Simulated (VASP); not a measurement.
# Zn2SbO3 (P6/mmm) in VASP: notebook, part 2 of 2

VASP 6.6.1. The steps go on from the part before.

## (3) Single point, PBE

This run uses another cell than the first one, of 13.97 Å³/atom, 0.752 times its volume.

Contents of INCAR:

```
PREC = Accurate
ENCUT = 520
EDIFF = 1E-6
ISMEAR = 0
SIGMA = 0.1
LREAL = F
LASPH = T
NELM = 80
ALGO = Normal
ISIF = 2
LWAVE = F
LCHARG = F
GGA = PE
NBANDS = 32
```

Contents of KPOINTS:

```
Automatic mesh
0
Gamma
  6 6 4
```

Contents of POSCAR:

```
Zn2SbO3
1.0
    4.9877126700      0.0000000000      0.0000000000
   -2.4938563300      4.3194858800      0.0000000000
    0.0000000000      0.0000000000      3.8904492700
Zn Sb O
2 1 3
Direct
    0.3333333300      0.6666666700      0.0000000000
    0.6666666700      0.3333333300      0.0000000000
    0.0000000000      0.0000000000      0.0000000000
    0.5000000000      0.0000000000      0.0000000000
    0.0000000000      0.5000000000      0.0000000000
    0.5000000000      0.5000000000      0.0000000000
```

Potentials or basis: VASP PAW PBE potentials, release 64 (Zn, Sb, O).

Started as:

```console
> cat potpaw_PBE.64/Zn/POTCAR potpaw_PBE.64/Sb/POTCAR potpaw_PBE.64/O/POTCAR > POTCAR
> mpirun -np 1 vasp_std > vasp.out
```

Wall time 72 s (1 thread of Intel Xeon Platinum 8259CL at 2.50GHz (Skylake/Cascade Lake), shared host); peak memory 0.24 GiB.

It converged, with:

```
Free energy : -3.3114 eV
Pressure    : 142.8 GPa
```

Stress tensor (GPa, compression positive):
```
215.27   0.00   0.00
  0.00 215.27   0.00
  0.00   0.00  -2.20
```

Levels at points of the mesh, in eV from the Fermi level:
| k point | band 20 | band 21 | band 22 | band 23 | band 24 | band 25 | band 26 | band 27 | band 28 | band 29 |
| --- | --- | --- | --- | --- | --- | --- | --- | --- | --- | --- |
| (0.00, 0.00, 0.00) | -2.08 | -2.08 | 0.36 | 0.36 | 1.84 | 2.62 | 3.53 | 3.53 | 7.62 | 7.92 |
| (0.50, 0.00, 0.00) | -3.26 | -2.08 | -1.02 | -0.72 | -0.20 | 1.21 | 2.28 | 4.82 | 4.88 | 7.32 |
| (0.00, 0.00, 0.50) | -2.27 | -2.27 | -1.36 | 0.44 | 0.44 | 4.06 | 4.30 | 4.30 | 5.57 | 5.59 |
| (0.50, 0.00, 0.50) | -3.21 | -2.28 | -1.99 | -0.89 | -0.70 | 0.57 | 3.09 | 4.21 | 4.88 | 5.72 |

Caveat: the k points lie up to 0.40 Å⁻¹ apart; spin-orbit coupling is left out, which moves the levels of the heavy elements; an odd number of electrons without spin polarisation forces a metal; a magnetic or distorted state may lie lower.

## (4) Single point, PBE

This run uses another cell than the first one, of 18.94 Å³/atom, 1.019 times its volume.

Contents of INCAR:

```
PREC = Accurate
ENCUT = 520
EDIFF = 1E-7
ISMEAR = 0
SIGMA = 0.1
LREAL = False
LASPH = True
NELM = 100
ALGO = Normal
ISIF = 2
LWAVE = False
LCHARG = True
GGA = PE
LELF = True
LVHAR = True
NBANDS = 32
```

KPOINTS is that of step 3.

Contents of POSCAR:

```
Zn2SbO3
1.0
    6.2465212435     -0.0000000036      0.0000000000
   -3.1232606186      5.4096460840      0.0000000000
    0.0000000000      0.0000000000      3.3637845817
Zn Sb O
2 1 3
Direct
    0.3333333333      0.6666666667      0.0000000000
    0.6666666667      0.3333333333      0.0000000000
    0.0000000000      0.0000000000      0.0000000000
    0.5000000000      0.0000000000      0.0000000000
    0.0000000000      0.5000000000      0.0000000000
    0.5000000000      0.5000000000      0.0000000000
```

Started as:

```console
> cat potpaw_PBE.64/Zn/POTCAR potpaw_PBE.64/Sb/POTCAR potpaw_PBE.64/O/POTCAR > POTCAR
> mpirun -np 1 vasp_std > vasp.out
```

Run time: 2.1 min. Hardware: 1 thread of Intel Xeon Platinum 8259CL at 2.50GHz (Skylake/Cascade Lake), shared host; peak memory 0.28 GiB.

It converged, with:

```
Free energy : -23.4294 eV
Pressure    : 0.6 GPa
```

Stress tensor (GPa, compression positive):
```
0.92 0.00 0.00
0.00 0.92 0.00
0.00 0.00 0.07
```

Levels at points of the mesh, in eV from the Fermi level:
| k point | band 20 | band 21 | band 22 | band 23 | band 24 | band 25 | band 26 | band 27 |
| --- | --- | --- | --- | --- | --- | --- | --- | --- |
| (0.00, 0.00, 0.00) | -0.31 | -0.31 | -0.11 | -0.11 | 1.53 | 1.53 | 2.73 | 3.75 |
| (0.50, 0.00, 0.00) | -0.86 | -0.64 | -0.50 | -0.33 | -0.11 | 1.01 | 3.67 | 4.79 |
| (0.00, 0.00, 0.50) | -1.04 | -0.86 | -0.86 | -0.02 | -0.02 | 2.43 | 2.43 | 4.31 |
| (0.50, 0.00, 0.50) | -1.63 | -1.48 | -0.87 | -0.64 | -0.24 | 0.80 | 2.00 | 5.15 |

Caveat: the k points lie up to 0.47 Å⁻¹ apart; spin-orbit coupling is left out, which moves the levels of the heavy elements; an odd number of electrons without spin polarisation forces a metal; a magnetic or distorted state may lie lower.

## (5) Single point, PBE

This run uses another cell than the first one, of 18.23 Å³/atom, 0.981 times its volume.

Contents of INCAR:

```
SYSTEM = Zn2SbO3
  PREC = Accurate
  ENCUT = 520
  EDIFF = 1E-6
  ISMEAR = 0
  SIGMA = 0.1
  LREAL = .FALSE.
  LASPH = .TRUE.
  NELM = 80
  ALGO = Normal
  ISIF = 2
  LWAVE = .FALSE.
  LCHARG = .FALSE.
  GGA = PE
  NBANDS = 32
```

Contents of KPOINTS:

```
Automatic mesh
0
G
  6 6 12
  0 0 0
```

POSCAR, as its differences from that of step 4:

```diff
@@ -2,5 +2,5 @@
 1.0
-    6.2465212435     -0.0000000036      0.0000000000
-   -3.1232606186      5.4096460840      0.0000000000
-    0.0000000000      0.0000000000      3.3637845817
+    6.2532715814      0.0000000000      0.0000000000
+   -3.1266357907      5.4154920462      0.0000000000
+    0.0000000000      0.0000000000      3.2307885987
 Zn Sb O
```

Started as:

```console
> cat potpaw_PBE.64/Zn/POTCAR potpaw_PBE.64/Sb/POTCAR potpaw_PBE.64/O/POTCAR > POTCAR
> mpirun -np 1 vasp_std > vasp.out
```

It took 2.6 min on 1 thread of Intel Xeon Platinum 8259CL at 2.50GHz (Skylake/Cascade Lake), shared host; peak memory 0.32 GiB.

Results (log left out):

* Free energy: -23.7187 eV
* Pressure: 0.6 GPa

Stress tensor (GPa, compression positive):
```
 0.94  0.00  0.00
 0.00  0.94  0.00
 0.00  0.00 -0.23
```

Levels at points of the mesh, in eV from the Fermi level:
```
           k point  band 22  band 23  band 24  band 25  band 26  band 27
(0.00, 0.00, 0.00)    -0.02    -0.02     1.45     1.45     2.64     4.51
(0.50, 0.00, 0.00)    -0.38    -0.36    -0.02     0.91     4.44     4.73
(0.00, 0.00, 0.50)    -0.94    -0.02    -0.02     2.53     2.53     4.11
(0.50, 0.00, 0.50)    -0.95    -0.62    -0.25     0.96     2.11     5.03
```

Caveat: spin-orbit coupling is left out, which moves the levels of the heavy elements; an odd number of electrons without spin polarisation forces a metal; a magnetic or distorted state may lie lower.

## (6) Relaxation of cell and atoms, PBE

This run uses another cell than the first one, of 18.94 Å³/atom, 1.019 times its volume.

Contents of INCAR:

```
SYSTEM = Zn2SbO3
PREC     = Accurate       ! precision mode
ENCUT    = 600            ! plane-wave cutoff, eV
EDIFF    = 1E-6           ! SCF threshold, eV
ISMEAR   = 0              ! smearing method
SIGMA    = 0.1            ! smearing width, eV
LREAL    = .False.        ! projectors in reciprocal space
LASPH    = .True.         ! aspherical terms in the spheres
NELM     = 60             ! most SCF steps
ALGO     = Normal         ! electronic algorithm
ISIF     = 3              ! what is computed and relaxed
LWAVE    = .False.        ! write WAVECAR
LCHARG   = .False.        ! write CHGCAR
GGA      = PE             ! functional
IBRION   = 2              ! ionic algorithm
NSW      = 90             ! ionic steps
EDIFFG   = -0.04          ! ionic threshold
```

Contents of KPOINTS:

```
Automatic mesh
0
Gamma
  3 3 6
  0 0 0
```

POSCAR, as its differences from that of step 5:

```diff
@@ -2,5 +2,5 @@
 1.0
-    6.2532715814      0.0000000000      0.0000000000
-   -3.1266357907      5.4154920462      0.0000000000
-    0.0000000000      0.0000000000      3.2307885987
+    6.2465212435      0.0000000000      0.0000000000
+   -3.1232606218      5.4096460822      0.0000000000
+    0.0000000000      0.0000000000      3.3637845817
 Zn Sb O
```

Potentials or basis: VASP PAW PBE potentials, release 64 (Zn, Sb, O).

Started as:

```console
> cat potpaw_PBE.64/Zn/POTCAR potpaw_PBE.64/Sb/POTCAR potpaw_PBE.64/O/POTCAR > POTCAR
> mpirun -np 1 vasp_std > vasp.out
```

Run time: 3.1 min. Hardware: 1 thread of Intel Xeon Platinum 8259CL at 2.50GHz (Skylake/Cascade Lake), shared host; peak memory 0.29 GiB.

The run converged. Its results:

| Quantity | Value |
| --- | --- |
| Free energy | -23.7943 eV |
| Relaxed volume | 18.67 Å³/atom |
| Relaxed cell | a = 6.266 Å, b = 6.266 Å, c = 3.294 Å, α = 90.00°, β = 90.00°, γ = 120.00° |
| Space group after relaxing (to 0.05 Å) | P6/mmm (No. 191) |
| Energy gained by relaxing | 1.7 meV/atom |
| Ionic steps | 5 |
| Pressure after relaxing | -0.2 GPa |

The path:
| step | energy change (eV) | largest force (eV/Å) | pressure (GPa) | volume (Å³) |
| --- | --- | --- | --- | --- |
| 1 | 0.0000 | 0.0000 | 0.05 | 113.67 |
| 2 | -0.0040 | 0.0000 | -0.55 | 113.76 |
| 3 | -0.0043 | 0.0000 | -0.68 | 113.79 |
| 4 | -0.0075 | 0.0000 | -0.52 | 113.00 |
| 5 | -0.0100 | 0.0000 | -0.24 | 112.02 |

Final structure:
```
CELL_PARAMETERS angstrom
6.26646 0.00000 0.00000
-3.13323 5.42691 0.00000
0.00000 0.00000 3.29397
ATOMIC_POSITIONS crystal
Zn 0.33333 0.66667 0.00000
Zn 0.66667 0.33333 0.00000
Sb 0.00000 0.00000 0.00000
O 0.50000 0.00000 0.00000
O 0.00000 0.50000 0.00000
O 0.50000 0.50000 0.00000
```

Levels at points of the mesh, in eV from the Fermi level:
| k point | band 21 | band 22 | band 23 | band 24 | band 25 | band 26 |
| --- | --- | --- | --- | --- | --- | --- |
| (0.00, 0.00, 0.00) | -0.38 | -0.07 | -0.07 | 1.47 | 1.47 | 2.63 |
| (0.00, 0.00, 0.50) | -0.91 | -0.91 | -0.06 | -0.06 | 2.45 | 2.45 |

Caveat: the k points lie up to 0.39 Å⁻¹ apart in the final cell; spin-orbit coupling is left out, which moves the levels of the heavy elements; an odd number of electrons without spin polarisation forces a metal; a magnetic or distorted state may lie lower.

## (7) Overview

| task | cell | k mesh | cutoff (eV) | gap on the mesh (eV) | pressure (GPa) |
| --- | --- | --- | --- | --- | --- |
| single point | a = 6.244, b = 6.244, c = 3.303 Å, angles 90.0, 90.0, 120.0°, 6 atoms | 3 × 3 × 6 | 520 | none | 0.6 |
| single point | a = 4.988, b = 4.988, c = 3.890 Å, angles 90.0, 90.0, 120.0°, 6 atoms | 6 × 6 × 4 | 520 | none | 142.8 |
| single point | a = 6.247, b = 6.247, c = 3.364 Å, angles 90.0, 90.0, 120.0°, 6 atoms | 6 × 6 × 4 | 520 | none | 0.6 |
| single point | a = 6.253, b = 6.253, c = 3.231 Å, angles 90.0, 90.0, 120.0°, 6 atoms | 6 × 6 × 12 | 520 | none | 0.6 |
| relaxation of cell and atoms | relaxed from a = 6.247, b = 6.247, c = 3.364 Å, angles 90.0, 90.0, 120.0°, 6 atoms | 3 × 3 × 6 | 600 | none | -0.2 |

Alike in all rows: level PBE; potentials or basis VASP PAW PBE potentials, release 64 (Zn, Sb, O); no spin polarisation; smearing gaussian 0.1 eV.

Caveats: some runs use coarse meshes; spin-orbit coupling is left out, which moves the levels of the heavy elements; an odd number of electrons without spin polarisation forces a metal; a magnetic or distorted state may lie lower.

Total energies depend on the potentials used, so only differences within one code and one set of settings carry meaning.
